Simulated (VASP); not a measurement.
# TiO2 in VASP: a series of runs

Runs on TiO2. Level: PBE+U. Tasks: single point.

Everything below comes from runs of VASP 6.6.1. Logs are shortened: lines on timing, memory, paths and dates and some standing lists are left out, and cuts for length are marked.

### 1 The cell of the first run

The typed cell holds 6 atoms: a = 3.858 Å, b = 3.858 Å, c = 5.644 Å, α = 109.98°, β = 109.98°, γ = 90.00°.

### 2 Single point, PBE+U (atoms shifted along a free coordinate)

Input file INCAR:

```
  PREC = Accurate
  ENCUT = 520
  EDIFF = 1E-7
  ISMEAR = 0
  SIGMA = 0.05
  LREAL = F
  LASPH = T
  NELM = 150
  ALGO = Normal
  ISIF = 2
  LWAVE = F
  LCHARG = F
  LMAXMIX = 4
  LDAU = T
  LDAUTYPE = 2
  LDAUL = 2 -1
  LDAUU = 4 0
  LDAUJ = 0 0
  LDAUPRINT = 1
  GGA = PE
  NBANDS = 33
```

Input file KPOINTS:

```
Automatic mesh
0
Gamma
  6 6 6
```

Input file POSCAR:

```
TiO2
1.0
    2.7277841265     -2.7278599281     -0.0203548313
    2.7277841265      2.7278599281     -0.0203548313
   -2.6907787541      0.0000000000      4.9617445611
Ti O
2 4
Direct
    0.1250069486      0.8749930514      0.2500000000
    0.8749930514      0.1250069486      0.7500000000
    0.3363578248      0.0863811001      0.6727253715
    0.6636421752      0.9136188999      0.3272746285
    0.9136188999      0.6636421752      0.8272746285
    0.0863811001      0.3363578248      0.1727253715
```

Potentials or basis: VASP PAW PBE potentials, release 64 (Ti_sv, O).

Run with:

```bash
> cat potpaw_PBE.64/Ti_sv/POTCAR potpaw_PBE.64/O/POTCAR > POTCAR
> mpirun -np 1 vasp_std > vasp.out
```

OUTCAR:

```text
PREC = Accurate
   ENCUT = 520
   EDIFF = 1E-7
   ISMEAR = 0
   LREAL = F
   LASPH = T
   NELM = 150
   ISIF = 2
   GGA = PE

 ion  position               nearest neighbor table
   1  0.125  0.875  0.250-   4 1.97   6 1.97   6 1.97   4 1.97   3 2.09   5 2.09
   2  0.875  0.125  0.750-   5 1.97   3 1.97   5 1.97   3 1.97   6 2.09   4 2.09
   3  0.336  0.086  0.673-   2 1.97   2 1.97   1 2.09
   4  0.664  0.914  0.327-   1 1.97   1 1.97   2 2.09
   5  0.914  0.664  0.827-   2 1.97   2 1.97   1 2.09
   6  0.086  0.336  0.173-   1 1.97   1 1.97   2 2.09

  LATTYP: Found a base centered monoclinic cell.
 ALAT       =     5.4557201394
 B/A-ratio  =     0.9999999481
 C/A-ratio  =     1.0345830161
 COS(beta)  =    -0.4832630161

  Lattice vectors:

 A1 = (   2.7277841265,  -2.7278599281,  -0.0203548313)
 A2 = (   2.7277841265,   2.7278599281,  -0.0203548313)
 A3 = (  -2.6907787541,   0.0000000000,   4.9617445611)

Analysis of symmetry for initial positions (statically):
=====================================================================
 Subroutine PRICEL returns:
 Original cell was already a primitive cell.

 Routine SETGRP: Setting up the symmetry group for a
 base centered monoclinic supercell.

 Subroutine GETGRP returns: Found  4 space group operations
 (whereof  2 operations were pure point group operations)
 out of a pool of  4 trial point group operations.

The static configuration has the point symmetry S_2 .
 The point group associated with its full space group is C_2h.

Analysis of symmetry for dynamics (positions and initial velocities):
=====================================================================
 Subroutine PRICEL returns:
 Original cell was already a primitive cell.

 Routine SETGRP: Setting up the symmetry group for a
 base centered monoclinic supercell.

 Subroutine GETGRP returns: Found  4 space group operations
 (whereof  2 operations were pure point group operations)
 out of a pool of  4 trial point group operations.

The dynamic configuration has the point symmetry S_2 .
 The point group associated with its full space group is C_2h.

 Subroutine INISYM returns: Found  4 space group operations
 (whereof  2 operations are pure point group operations),
 and found     1 'primitive' translations

----------------------------------------------------------------------------------------

                                     Primitive cell

  volume of cell :      73.5420

  direct lattice vectors                    reciprocal lattice vectors
     2.727784127 -2.727859928 -0.020354831     0.184043732 -0.183293869  0.099807831
     2.727784127  2.727859928 -0.020354831     0.184043732  0.183293869  0.099807831
    -2.690778754  0.000000000  4.961744561     0.001510025  0.000000000  0.202360910

  length of vectors
     3.857776607  3.857776607  5.644395397     0.278263079  0.278263079  0.202366544

  position of ions in fractional coordinates (direct lattice)
     0.125006949  0.874993051  0.250000000
     0.874993051  0.125006949  0.750000000
     0.336357825  0.086381100  0.672725372
     0.663642175  0.913618900  0.327274628
     0.913618900  0.663642175  0.827274628
     0.086381100  0.336357825  0.172725372

  ion indices of the primitive-cell ions
   primitive index   ion index
                 1           1
                 2           2
                 3           3
                 4           4
                 5           5
                 6           6

----------------------------------------------------------------------------------------

 KPOINTS: Automatic mesh

Automatic generation of k-mesh.
 Grid dimensions read from file:
 generate k-points for:    6    6    6

 Generating k-lattice:

  Cartesian coordinates                     Fractional coordinates (reciprocal lattice)
     0.030673955 -0.030548978  0.016634639     0.166666667 -0.000000000  0.000000000
     0.030673955  0.030548978  0.016634639    -0.000000000  0.166666667  0.000000000
[... 59 lines left out ...]
   LREAL  =      F    real-space projection
   EDIFFG = 0.1E-05   stopping-criterion for IOM
   NSW    =      0    number of steps for IOM
   IBRION =     -1    ionic relax: 0-MD 1-quasi-New 2-CG
   NFREE  =      0    steps in history (QN), initial steepest desc. (CG)
   ISIF   =      2    stress and relaxation
   ISYM   =      2    0-nonsym 1-usesym 2-fastsym
   POTIM  = 0.5000    time-step for ionic-motion
   TEBEG  =    0.0;   TEEND  =   0.0 temperature during run
   PSTRESS=    0.0 pullay stress
   NELECT =      48.0000    total number of electrons
   NUPDOWN=      -1.0000    fix difference up-down
   EMIN   =  10.00;   EMAX   =-10.00  energy-range for DOS
   EFERMI =   0.00;   METHOD = LEGACY
   ISMEAR =     0;   SIGMA  =   0.05  broadening in eV -4-tet -1-fermi 0-gaus
   EFERMI_NEDOS =   21; number of points for ismear=-14 and -15
   IALGO  =     38    algorithm
   IMIX   =      4    mixing-type and parameters
     AMIX     =   0.40;   BMIX     =  1.00
     AMIX_MAG =   1.60;   BMIX_MAG =  1.00
  volume/ion in A,a.u.               =      12.26        82.71
  Fermi-wavevector in a.u.,A,eV,Ry     =   1.420071  2.683545 27.437536  2.016602
  Thomas-Fermi vector in A             =   2.541025
   LORBIT       =      0    0 simple, 1 ext, 2 COOP (PROOUT), +10 PAW based schemes
 LDA+U is selected, type is set to LDAUTYPE =  2
   angular momentum for each species LDAUL =     2   -1
   U (eV)           for each species LDAUU =   4.0  0.0
   J (eV)           for each species LDAUJ =   0.0  0.0
   GGA     = PE    functional components
   LHFCALC =     F    Hartree Fock is set to
   AEXX    =    0.0000 exact exchange contribution
   IVDW    =     0    specifies the selected vdW correction
   LEPSILON=     F    determine dielectric tensor
   LRPA    =     F    only Hartree local field effects (RPA)
 non-spin polarized calculation
 Gauss-broadening in eV      SIGMA  =   0.05
  energy-cutoff  :      520.00
  volume of cell :       73.54
 maximum number of plane-waves:      2003
 NGX is ok and might be reduce to    30
   NGX = 15   NGY = 15   NGZ = 21

atom =   1  type =  1  l = 2

 onsite density matrix

spin component  1

  0.2472 -0.0011 -0.0000 -0.0000 -0.0000
 -0.0011  0.0942  0.0000 -0.0000 -0.0000
 -0.0000  0.0000  0.2253  0.0017  0.0000
 -0.0000 -0.0000  0.0017  0.0942 -0.0001
 -0.0000 -0.0000  0.0000 -0.0001  0.1107

spin component  2

  0.2472 -0.0011 -0.0000 -0.0000 -0.0000
 -0.0011  0.0942  0.0000 -0.0000 -0.0000
 -0.0000  0.0000  0.2253  0.0017  0.0000
 -0.0000 -0.0000  0.0017  0.0942 -0.0001
 -0.0000 -0.0000  0.0000 -0.0001  0.1107

 occupancies and eigenvectors

  o =  0.0942  v =  0.0075  1.0000 -0.0000  0.0000  0.0000  0.0000  0.0000  0.0000  0.0000  0.0000      0.0000  0.0000  0.0000  0.0000  0.0000  0.0000  0.0000  0.0000  0.0000  0.0000
  o =  0.0942  v =  0.0000  0.0000  0.0000  0.0000  0.0000  0.0075  1.0000 -0.0000  0.0000  0.0000      0.0000  0.0000  0.0000  0.0000  0.0000  0.0000  0.0000  0.0000  0.0000  0.0000
  o =  0.0942  v =  0.0000  0.0000  0.0130 -0.9999 -0.0076  0.0000  0.0000  0.0000  0.0000  0.0000      0.0000  0.0000  0.0000  0.0000  0.0000  0.0000  0.0000  0.0000  0.0000  0.0000
  o =  0.0942  v =  0.0000  0.0000  0.0000  0.0000  0.0000  0.0000  0.0000  0.0130 -0.9999 -0.0076      0.0000  0.0000  0.0000  0.0000  0.0000  0.0000  0.0000  0.0000  0.0000  0.0000
  o =  0.1107  v =  0.0000 -0.0000  0.0001 -0.0076  1.0000  0.0000  0.0000  0.0000  0.0000  0.0000      0.0000  0.0000  0.0000  0.0000  0.0000  0.0000  0.0000  0.0000  0.0000  0.0000
  o =  0.1107  v =  0.0000  0.0000  0.0000  0.0000  0.0000  0.0000 -0.0000  0.0001 -0.0076  1.0000      0.0000  0.0000  0.0000  0.0000  0.0000  0.0000  0.0000  0.0000  0.0000  0.0000
  o =  0.2253  v =  0.0000  0.0000  0.0000  0.0000  0.0000 -0.0000 -0.0000 -0.9999 -0.0130 -0.0000      0.0000  0.0000  0.0000  0.0000  0.0000  0.0000  0.0000  0.0000  0.0000  0.0000
  o =  0.2253  v = -0.0000 -0.0000 -0.9999 -0.0130 -0.0000  0.0000  0.0000  0.0000  0.0000  0.0000      0.0000  0.0000  0.0000  0.0000  0.0000  0.0000  0.0000  0.0000  0.0000  0.0000
  o =  0.2472  v = -1.0000  0.0075  0.0000  0.0000  0.0000  0.0000  0.0000  0.0000  0.0000  0.0000      0.0000  0.0000  0.0000  0.0000  0.0000  0.0000  0.0000  0.0000  0.0000  0.0000
  o =  0.2472  v =  0.0000  0.0000  0.0000  0.0000  0.0000 -1.0000  0.0075  0.0000  0.0000  0.0000      0.0000  0.0000  0.0000  0.0000  0.0000  0.0000  0.0000  0.0000  0.0000  0.0000

atom =   2  type =  1  l = 2

 onsite density matrix

spin component  1

  0.2472 -0.0011 -0.0000 -0.0000 -0.0000
 -0.0011  0.0942  0.0000 -0.0000 -0.0000
 -0.0000  0.0000  0.2253  0.0017  0.0000
 -0.0000 -0.0000  0.0017  0.0942 -0.0001
 -0.0000 -0.0000  0.0000 -0.0001  0.1107

spin component  2

  0.2472 -0.0011 -0.0000 -0.0000 -0.0000
 -0.0011  0.0942  0.0000 -0.0000 -0.0000
 -0.0000  0.0000  0.2253  0.0017  0.0000
 -0.0000 -0.0000  0.0017  0.0942 -0.0001
 -0.0000 -0.0000  0.0000 -0.0001  0.1107

 occupancies and eigenvectors

  o =  0.0942  v =  0.0075  1.0000 -0.0000  0.0000  0.0000  0.0000  0.0000  0.0000  0.0000  0.0000      0.0000  0.0000  0.0000  0.0000  0.0000  0.0000  0.0000  0.0000  0.0000  0.0000
  o =  0.0942  v =  0.0000  0.0000  0.0000  0.0000  0.0000  0.0075  1.0000 -0.0000  0.0000  0.0000      0.0000  0.0000  0.0000  0.0000  0.0000  0.0000  0.0000  0.0000  0.0000  0.0000
  o =  0.0942  v =  0.0000  0.0000  0.0130 -0.9999 -0.0076  0.0000  0.0000  0.0000  0.0000  0.0000      0.0000  0.0000  0.0000  0.0000  0.0000  0.0000  0.0000  0.0000  0.0000  0.0000
  o =  0.0942  v =  0.0000  0.0000  0.0000  0.0000  0.0000  0.0000  0.0000  0.0130 -0.9999 -0.0076      0.0000  0.0000  0.0000  0.0000  0.0000  0.0000  0.0000  0.0000  0.0000  0.0000
  o =  0.1107  v =  0.0000 -0.0000  0.0001 -0.0076  1.0000  0.0000  0.0000  0.0000  0.0000  0.0000      0.0000  0.0000  0.0000  0.0000  0.0000  0.0000  0.0000  0.0000  0.0000  0.0000
  o =  0.1107  v =  0.0000  0.0000  0.0000  0.0000  0.0000  0.0000 -0.0000  0.0001 -0.0076  1.0000      0.0000  0.0000  0.0000  0.0000  0.0000  0.0000  0.0000  0.0000  0.0000  0.0000
  o =  0.2253  v =  0.0000  0.0000  0.0000  0.0000  0.0000 -0.0000 -0.0000 -0.9999 -0.0130 -0.0000      0.0000  0.0000  0.0000  0.0000  0.0000  0.0000  0.0000  0.0000  0.0000  0.0000
  o =  0.2253  v = -0.0000 -0.0000 -0.9999 -0.0130 -0.0000  0.0000  0.0000  0.0000  0.0000  0.0000      0.0000  0.0000  0.0000  0.0000  0.0000  0.0000  0.0000  0.0000  0.0000  0.0000
  o =  0.2472  v = -1.0000  0.0075  0.0000  0.0000  0.0000  0.0000  0.0000  0.0000  0.0000  0.0000      0.0000  0.0000  0.0000  0.0000  0.0000  0.0000  0.0000  0.0000  0.0000  0.0000
  o =  0.2472  v =  0.0000  0.0000  0.0000  0.0000  0.0000 -1.0000  0.0075  0.0000  0.0000  0.0000      0.0000  0.0000  0.0000  0.0000  0.0000  0.0000  0.0000  0.0000  0.0000  0.0000

 number of electron      47.9999991 magnetization

 Free energy of the ion-electron system (eV)
  ---------------------------------------------------
  ext. energy  EPLUGINS =         0.00000000
  ---------------------------------------------------
  free energy    TOTEN  =       -48.41933952 eV

  energy without entropy =      -48.41933952  energy(sigma->0) =      -48.41933952

 E-fermi :   3.4678     XC(G=0): -10.3870

 val. band max:        3.0708681976   @ k =   0.5000   0.5000   0.0000
 cond. band min:       5.4471430726   @ k =   0.0000   0.0000   0.0000
 fundamental gap:      2.3762748750
 Fermi energy:         3.4677998880

 k-point     1 :       0.0000    0.0000    0.0000
  band No.  band energies     occupation
      1     -54.7900      2.00000
      2     -54.7535      2.00000
      3     -31.0954      2.00000
      4     -30.9153      2.00000
      5     -30.9153      2.00000
      6     -30.8701      2.00000
[... 853 lines left out ...]
     32       8.5504      0.00000
     33       8.7032      0.00000

 [... further k-points ...]
[... 5 lines left out ...]
  --------------------------------------------------------------------------------------
  -------------------------------------------------------------------------------------
  Total       -0.7244211     -0.7243264     -4.6105311      0.0000000      0.0000000     -0.0295801
  in kB      -15.7821520    -15.7800896   -100.4444866      0.0000000      0.0000000     -0.6444291
  external PRESSURE =     -44.0022427 kB  Pullay stress =       0.0000000 kB

 VOLUME and BASIS-vectors are now :
 -----------------------------------------------------------------------------
  energy-cutoff  :      520.00
  volume of cell :       73.54
      direct lattice vectors                 reciprocal lattice vectors
     2.727784127 -2.727859928 -0.020354831     0.184043732 -0.183293869  0.099807831
     2.727784127  2.727859928 -0.020354831     0.184043732  0.183293869  0.099807831
    -2.690778754  0.000000000  4.961744561     0.001510025  0.000000000  0.202360910

 POSITION                                       TOTAL-FORCE (eV/Angst)
 -----------------------------------------------------------------------------------
      2.05509      2.04586      1.22008         0.000000      0.000078      0.000000
      0.70970     -2.04586      3.70095         0.000000     -0.000078      0.000000
     -0.65701     -0.68190      3.32929        -0.005885     -0.000063     -0.745457
      3.42180      0.68190      1.59175         0.005885      0.000063      0.745457
      2.07641     -0.68190      4.07262         0.005885     -0.000063      0.745457
      0.68837      0.68190      0.84841        -0.005885      0.000063     -0.745457
 -----------------------------------------------------------------------------------
    total drift:                               -0.000000     -0.000000      0.000000

  FREE ENERGIE OF THE ION-ELECTRON SYSTEM (eV)
  ---------------------------------------------------
  free  energy   TOTEN  =       -48.4193395219 eV

  energy  without entropy=      -48.4193395219  energy(sigma->0) =      -48.41933952
```

Wall time 6.9 min (1 thread of Intel Xeon 8259CL, shared host); peak memory 0.27 GiB.

What came out:

| Item | Value |
| --- | --- |
| Free energy | -48.4193 eV |
| Pressure | -4.4 GPa |
| Largest force | 0.745 eV/Å |
| Band gap on the k mesh | 2.38 eV (least direct gap 2.81 eV) |

Forces in eV/Å, atoms in the order of the input:
```
Ti   0.000  0.000  0.000
Ti   0.000  0.000  0.000
O   -0.006  0.000 -0.745
O    0.006  0.000  0.745
O    0.006  0.000  0.745
O   -0.006  0.000 -0.745
```

Eigenvalues of the final occupation matrices:
| site | spin | trace | eigenvalues |
| --- | --- | --- | --- |
| site 1 d | 1 | 0.77 | 0.09 0.09 0.11 0.23 0.25 |
| site 1 d | 2 | 0.77 | 0.09 0.09 0.11 0.23 0.25 |
| site 2 d | 1 | 0.77 | 0.09 0.09 0.11 0.23 0.25 |
| site 2 d | 2 | 0.77 | 0.09 0.09 0.11 0.23 0.25 |

Caveat: the cell differs from its parent crystal (atoms shifted along a free coordinate); the stress differs along the axes, from -10 to -2 GPa. A k mesh can miss the band edges.

[end of part 1 of 2]
